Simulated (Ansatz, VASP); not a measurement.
W: VASP beside Ansatz

```
CELL_PARAMETERS angstrom
-1.62349 1.62349 1.62349
1.62349 -1.62349 1.62349
1.62349 1.62349 -1.62349
ATOMIC_POSITIONS crystal
W 0.00000 0.00000 0.00000
```

Change from the starting cell: volume scaled by 1.05, crystal datasets.

Alike in both runs: task electric field gradients; functional PBE; k mesh 14 × 14 × 14; occupations fermi-dirac, width 0.03 eV; no spin polarisation.

|  | VASP | Ansatz |
| --- | --- | --- |
| version | VASP 6.6.1 | Ansatz 0.2.0 |
| potentials or method | VASP PAW PBE potentials, release 64 (W_sv), cutoff 400 eV | all-electron PAW with datasets made for the crystal, scalar-relativistic |

|  | VASP | Ansatz | Ansatz less VASP |
| --- | --- | --- | --- |
| pressure (GPa) | -15.3 | -15.4 | -0.16 |

Ansatz ran all-electron here, and VASP with PAW potentials.

Neither program's run includes spin-orbit coupling.
